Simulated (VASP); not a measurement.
# Au (Im-3m) in VASP: a series of runs, part 2 of 2

VASP 6.6.1. Earlier steps stand in the parts before.

## 4. Relaxation of cell and atoms, PBE, target pressure 25 GPa, at which the enthalpy is minimised

This run uses another cell than the first one, of 15.78 Å³/atom, 0.871 times its volume.

INCAR reads:

```
SYSTEM = Au
PREC = Accurate
ENCUT = 600
EDIFF = 1E-6
ISMEAR = 0
SIGMA = 0.1
LREAL = .False.
LASPH = .True.
NELM = 60
ALGO = Fast
ISIF = 3
LWAVE = .False.
LCHARG = .False.
GGA = PE
IBRION = 2
NSW = 70
EDIFFG = -0.008
PSTRESS = 250.0
```

KPOINTS reads:

```
regular mesh
0
Gamma
  18 18 18
  0 0 0
```

POSCAR reads:

```
Au
1.0
   -1.5799847232      1.5799847232      1.5799847232
    1.5799847232     -1.5799847232      1.5799847232
    1.5799847232      1.5799847232     -1.5799847232
Au
1
Direct
    0.0000000000      0.0000000000      0.0000000000
```

Potentials or basis: VASP PAW PBE potentials, release 64 (Au).

Launch:

```sh
> cat potpaw_PBE.64/Au/POTCAR > POTCAR
> mpirun -np 1 vasp_std > vasp.out
```

OUTCAR:

```text
SYSTEM = Au
   PREC = Accurate
   ENCUT = 600
   EDIFF = 1E-6
   ISMEAR = 0
   LREAL = .False.
   LASPH = .True.
   NELM = 60
   ISIF = 3
   GGA = PE
   IBRION = 2
   NSW = 70
   EDIFFG = -0.008
   PSTRESS = 250.0

 ion  position               nearest neighbor table
   1  0.000  0.000  0.000-

  LATTYP: Found a body centered cubic cell.
 ALAT       =     3.1599694464

  Lattice vectors:

 A1 = (  -1.5799847232,   1.5799847232,   1.5799847232)
 A2 = (   1.5799847232,  -1.5799847232,   1.5799847232)
 A3 = (   1.5799847232,   1.5799847232,  -1.5799847232)

Analysis of symmetry for initial positions (statically):
=====================================================================
 Subroutine PRICEL returns:
 Original cell was already a primitive cell.

 Routine SETGRP: Setting up the symmetry group for a
 body centered cubic supercell.

 Subroutine GETGRP returns: Found 48 space group operations
 (whereof 48 operations were pure point group operations)
 out of a pool of 48 trial point group operations.

The static configuration has the point symmetry O_h .

Analysis of symmetry for dynamics (positions and initial velocities):
[... 167 lines left out ...]
  -------------------------------------------------------------------------------------
  Total        2.6379296      2.6379296      2.6379296      0.0000000      0.0000000     -0.0000000
  in kB      267.8891515    267.8891515    267.8891515      0.0000000      0.0000000     -0.0000000
  external PRESSURE =      17.8891515 kB  Pullay stress =     250.0000000 kB
[... 61 lines left out ...]
--------------------------------------- Ionic step        3  -------------------------------------------

 number of electron      10.9999999 magnetization

 Free energy of the ion-electron system (eV)
  ---------------------------------------------------
  ext. energy  EPLUGINS =         0.00000000
  ---------------------------------------------------
  free energy    TOTEN  =        -3.05859929 eV

  energy without entropy =       -3.05819260  energy(sigma->0) =       -3.05839594

 E-fermi :  10.7489     XC(G=0): -13.1498

 val. band max:       10.6990202963   @ k =   0.3889   0.0556   0.0556
 cond. band min:      10.8178491725   @ k =  -0.3333   0.3333   0.3333
 fundamental gap:      0.1188288763
 Fermi energy:        10.7488536939

 k-point     1 :       0.0000    0.0000    0.0000
  band No.  band energies     occupation
      1       0.0875      2.00000
      2       5.4197      2.00000
      3       5.4197      2.00000
      4       5.4197      2.00000
      5       7.5870      2.00000
      6       7.5870      2.00000
      7      27.2132      0.00000
      8      27.2132      0.00000
      9      27.2132      0.00000
[... 265 lines left out ...]
 k-point    24 :       0.3889    0.1111    0.0000
  band No.  band energies     occupation
      1       3.0729      2.00000
      2       4.3097      2.00000
      3       7.0192      2.00000
      4       7.4394      2.00000
      5       8.3032      2.00000
      6      10.8849      0.05434
      7      15.6260      0.00000
      8      22.8132      0.00000
      9      24.6958      0.00000

 [... further k-points ...]
[... 5 lines left out ...]
  --------------------------------------------------------------------------------------
  -------------------------------------------------------------------------------------
  Total        2.4708999      2.4708999      2.4708999      0.0000000     -0.0000000      0.0000000
  in kB      249.4170842    249.4170842    249.4170842      0.0000000     -0.0000000      0.0000000
  external PRESSURE =      -0.5829158 kB  Pullay stress =     250.0000000 kB
[... 20 lines left out ...]
  energy  without entropy=       -3.0581925973  energy(sigma->0) =       -3.05839594

  enthalpy is  TOTEN    =        -0.5819246102 eV   P V=        2.4766746815

 reached required accuracy - stopping structural energy minimisation
```

CONTCAR:

```text
Au
   1.00000000000000
    -1.5831662231537251    1.5831662231537251    1.5831662231537251
     1.5831662231537251   -1.5831662231537251    1.5831662231537251
     1.5831662231537251    1.5831662231537251   -1.5831662231537251
  Au
     1
Direct
     0.0000000000000000    0.0000000000000000    0.0000000000000000

  0.00000000E+00  0.00000000E+00  0.00000000E+00
```

It took 30 s on 1 thread of Intel Xeon Platinum 8559C (Emerald Rapids), shared host; peak memory 0.17 GiB.

What came out:

```yaml
Free_energy: -3.0586 eV
Relaxed_volume: 15.87 Å³/atom
Relaxed_cell: a = 2.742 Å, b = 2.742 Å, c = 2.742 Å, α = 109.47°, β = 109.47°, γ = 109.47°
Space_group_after_relaxing_to_0.05_Å: Im-3m (No. 229)
Energy_change_on_relaxing_the_enthalpy_is_what_falls: -15.4 meV/atom
Ionic_steps: 3
Pressure_after_relaxing: 24.9 GPa
```

Step by step:
| step | energy change (eV) | largest force (eV/Å) | pressure (GPa) | volume (Å³) |
| --- | --- | --- | --- | --- |
| 1 | 0.0000 | 0.0000 | 26.79 | 15.78 |
| 2 | -0.0588 | 0.0000 | 20.10 | 16.18 |
| 3 | -0.0154 | 0.0000 | 24.94 | 15.87 |

Final structure:
```
Au
1.0
    -1.58317    1.58317    1.58317
     1.58317   -1.58317    1.58317
     1.58317    1.58317   -1.58317
Au
1
Direct
  0.00000 0.00000 0.00000
```

Levels at points of the mesh, in eV from the Fermi level:
```tsv
k point	band 2	band 3	band 4	band 5	band 6	band 7	band 8	band 9
(0.00, 0.00, 0.00)	-5.33	-5.33	-5.33	-3.16	-3.16	16.46	16.46	16.46
(0.50, 0.00, 0.00)	-6.56	-3.31	-2.91	-1.38	-0.98	3.99	12.37	14.42
(0.50, 0.50, 0.50)	-7.57	-1.83	-1.83	-1.83	6.35	6.35	6.35	10.62
```

Caveat: the cell is relaxed towards a set pressure, so the enthalpy falls and the energy may rise; spin-orbit coupling is left out, which moves the levels of the heavy elements.

## 5. Relaxation of cell and atoms, PBE, target pressure 12 GPa, at which the enthalpy is minimised

This run uses another cell than the first one, of 16.72 Å³/atom, 0.922 times its volume.

INCAR reads:

```
SYSTEM = Au
PREC = Accurate ; ENCUT = 600
EDIFF = 1E-6 ; ISMEAR = 0
SIGMA = 0.1 ; LREAL = .False.
LASPH = .True. ; NELM = 80
ALGO = Normal ; ISIF = 3
LWAVE = .False. ; LCHARG = .False.
GGA = PE ; IBRION = 2
NSW = 70 ; EDIFFG = -0.008
PSTRESS = 120.0
```

KPOINTS is that of step 4.

POSCAR reads:

```
Au
1.0
   -1.6107886182      1.6107886182      1.6107886182
    1.6107886182     -1.6107886182      1.6107886182
    1.6107886182      1.6107886182     -1.6107886182
Au
1
Direct
    0.0000000000      0.0000000000      0.0000000000
```

Launch:

```sh
> cat potpaw_PBE.64/Au/POTCAR > POTCAR
> mpirun -np 1 vasp_std > vasp.out
```

Wall time 22 s (1 thread of Intel Xeon Platinum 8559C (Emerald Rapids), shared host); peak memory 0.17 GiB.

It converged, with:

```
Free energy                                            : -3.1592 eV
Relaxed volume                                         : 16.76 Å³/atom
Relaxed cell                                           : a = 2.792 Å, b = 2.792 Å, c = 2.792 Å, α = 109.47°, β = 109.47°, γ = 109.47°
Space group after relaxing (to 0.05 Å)                 : Im-3m (No. 229)
Energy change on relaxing (the enthalpy is what falls) : -3.1 meV/atom
Ionic steps                                            : 3
Pressure after relaxing                                : 12.0 GPa
```

Step by step:
```
step  energy change (eV)  largest force (eV/Å)  pressure (GPa)  volume (Å³)
   1              0.0000                0.0000           12.52        16.72
   2             -0.0096                0.0000           10.92        16.85
   3             -0.0031                0.0000           12.00        16.76
```

Final structure:
```
Au
1.0
    -1.61208    1.61208    1.61208
     1.61208   -1.61208    1.61208
     1.61208    1.61208   -1.61208
Au
1
Cartesian
  0.0000 0.0000 0.0000
```

Levels at points of the mesh, in eV from the Fermi level:
```tsv
k point	band 4	band 5	band 6	band 7	band 8	band 9
(0.00, 0.00, 0.00)	-5.01	-3.02	-3.02	16.48	16.48	16.48
(0.50, 0.00, 0.00)	-2.81	-1.42	-0.74	3.64	12.36	14.02
(0.50, 0.50, 0.50)	-1.82	-1.82	6.29	6.29	6.29	9.92
```

Caveat: the cell is relaxed towards a set pressure, so the enthalpy falls and the energy may rise; spin-orbit coupling is left out, which moves the levels of the heavy elements.

## 6. Relaxation of cell and atoms, PBE, target pressure 4 GPa, at which the enthalpy is minimised

This run uses another cell than the first one, of 17.51 Å³/atom, 0.966 times its volume.

INCAR reads:

```
ALGO = Normal
EDIFF = 1E-6
EDIFFG = -0.008
ENCUT = 600
GGA = PE
IBRION = 2
ISIF = 3
ISMEAR = 0
LASPH = T
LCHARG = F
LREAL = F
LWAVE = F
NELM = 100
NSW = 70
PREC = Accurate
PSTRESS = 40.0
SIGMA = 0.1
```

KPOINTS reads:

```
k-points
0
Gamma
  18 18 18
```

POSCAR reads:

```
Au
1.0
   -1.6357468009      1.6357468009      1.6357468009
    1.6357468009     -1.6357468009      1.6357468009
    1.6357468009      1.6357468009     -1.6357468009
Au
1
Direct
    0.0000000000      0.0000000000      0.0000000000
```

Potentials or basis: VASP PAW PBE potentials, release 64 (Au).

Launch:

```sh
> cat potpaw_PBE.64/Au/POTCAR > POTCAR
> mpirun -np 1 vasp_std > vasp.out
```

Run time: 11 s. Hardware: 1 thread of Intel Xeon Platinum 8559C (Emerald Rapids), shared host; peak memory 0.17 GiB.

It converged, with:

- Free energy: -3.1957 eV
- Pressure after relaxing: 3.9 GPa

Final structure:
```
Au
1.0
    -1.63575    1.63575    1.63575
     1.63575   -1.63575    1.63575
     1.63575    1.63575   -1.63575
Au
1
Direct
  0.00000 0.00000 0.00000
```

Levels at points of the mesh, in eV from the Fermi level:
```csv
k point,band 3,band 4,band 5,band 6,band 7,band 8,band 9
"(0.00, 0.00, 0.00)",-4.78,-4.78,-2.93,-2.93,16.47,16.47,16.47
"(0.50, 0.00, 0.00)",-3.07,-2.74,-1.45,-0.56,3.37,12.33,13.69
"(0.50, 0.50, 0.50)",-1.82,-1.82,-1.82,6.24,6.24,6.24,9.37
```

Caveat: the relaxation stopped at its first step, so nothing moved; the cell is relaxed towards a set pressure, so the enthalpy falls and the energy may rise; spin-orbit coupling is left out, which moves the levels of the heavy elements.

## 7. Summary

```tsv
task	cell	k mesh	cutoff (eV)	gap on the mesh (eV)	pressure (GPa)
single point	a = 2.866 Å, angles 109.5°, 1 atom	18 × 18 × 18	520	none	-1.2
single point	a = 2.675 Å, angles 109.5°, 1 atom	20 × 20 × 20	520	none	49.5
relaxation of cell and atoms	relaxed to 25 GPa from a = 2.737 Å, angles 109.5°, 1 atom	18 × 18 × 18	600	none	24.9
relaxation of cell and atoms	relaxed to 12 GPa from a = 2.790 Å, angles 109.5°, 1 atom	18 × 18 × 18	600	none	12.0
relaxation of cell and atoms	relaxed to 4 GPa from a = 2.833 Å, angles 109.5°, 1 atom	18 × 18 × 18	600	none	3.9
```

Alike in all rows: level PBE; potentials or basis VASP PAW PBE potentials, release 64 (Au); no spin polarisation; smearing gaussian 0.1 eV.

Caveats: spin-orbit coupling is left out, which moves the levels of the heavy elements; the cell is relaxed towards a set pressure, so the enthalpy falls and the energy may rise (some runs); the relaxation stopped at its first step, so nothing moved (some runs).

Total energies depend on the potentials used, so only differences within one code and one set of settings carry meaning.
